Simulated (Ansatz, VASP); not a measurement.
## LaBPd3 in VASP and in Ansatz

```
CELL_PARAMETERS angstrom
4.17184 0.00000 0.00000
0.00000 4.17184 0.00000
0.00000 0.00000 4.17184
ATOMIC_POSITIONS crystal
La 0.00000 0.00000 0.00000
B 0.50000 0.50000 0.50000
Pd 0.00000 0.50000 0.50000
Pd 0.50000 0.00000 0.50000
Pd 0.50000 0.50000 0.00000
```

Alike in both runs: task single point; functional LDA; k mesh 6 × 6 × 6; occupations fermi-dirac, width 0.1 eV; no spin polarisation.

|  | VASP | Ansatz |
| --- | --- | --- |
| version | VASP 6.6.1 | Ansatz 0.2.0 |
| potentials or method | VASP PAW LDA potentials, release 64 (La, B, Pd), cutoff 520 eV | plane waves, PAW |
| valence electrons in the cell | 44 | 68 |

```csv
,VASP,Ansatz,Ansatz less VASP
pressure (GPa),19.7,19.2,-0.49
```

LDA's correlation is that of Perdew and Zunger in VASP and of Perdew and Wang (1992) in Ansatz. VASP's potentials hold 44 valence electrons a cell and Ansatz's 68, so a difference there can come from the potentials and not from the codes. Ansatz's warnings: stress scf threshold loose.

Neither program's run includes spin-orbit coupling.
